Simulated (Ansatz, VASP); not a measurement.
**One calculation of PIr, two programs**

INCAR

```
  PREC = Accurate
  ENCUT = 500
  EDIFF = 1E-6
  ISMEAR = -1
  SIGMA = 0.08
  LREAL = False
  LASPH = True
  NELM = 120
  ALGO = Normal
  ISIF = 2
  LWAVE = False
  LCHARG = False
  NBANDS = 14
  GGA_COMPAT = False
```

The input KPOINTS:

```
Automatic mesh
0
Gamma
  14 14 14
```

POSCAR

```
PIr
1.0
    0.0000000000      2.2524383660      2.2524383660
    2.2524383660      0.0000000000      2.2524383660
    2.2524383660      2.2524383660      0.0000000000
Ir P
1 1
Direct
    0.0000000000      0.0000000000      0.0000000000
    0.5000000000      0.5000000000      0.5000000000
```

Input for Ansatz:

```yaml
crystal:
  lattice:
    - [0.0, 2.252438366, 2.252438366]
    - [2.252438366, 0.0, 2.252438366]
    - [2.252438366, 2.252438366, 0.0]
  atoms:
    - { symbol: Ir, position: [0.0, 0.0, 0.0] }
    - { symbol: P, position: [0.5, 0.5, 0.5] }
kpoints:
  mp_grid: { grid: [14, 14, 14] }
scf:
  occupations: { method: fermi_dirac, width: 0.08 }
hamiltonian:
  xc: lda
  pseudopotentials: { kind: all_electron, lapw: { basis_error: 0.001 } }
output:
  forces: true
  stress: true
  eigenvalues: true
  populations: true
```

Change from the starting cell: volume scaled by 0.8, LAPW.

Alike in both runs: task single point; functional LDA; k mesh 14 × 14 × 14; occupations fermi-dirac, width 0.08 eV; no spin polarisation.

|  | VASP | Ansatz |
| --- | --- | --- |
| version | VASP 6.6.1 | Ansatz 0.2.0 |
| potentials or method | VASP PAW LDA potentials, release 64 (Ir, P), cutoff 500 eV | all-electron LAPW, scalar-relativistic |

|  | VASP | Ansatz | Ansatz less VASP |
| --- | --- | --- | --- |
| pressure (GPa) | 93.9 | 89.8 | -4.10 |

LDA's correlation is that of Perdew and Zunger in VASP and of Perdew and Wang (1992) in Ansatz. Both programs put the cell under a high pressure, so it lies far from rest at this level. Ansatz ran all-electron here, and VASP with PAW potentials.

Spin-orbit coupling is off throughout. Noted on VASP's run: the cell as given lies far from equilibrium.
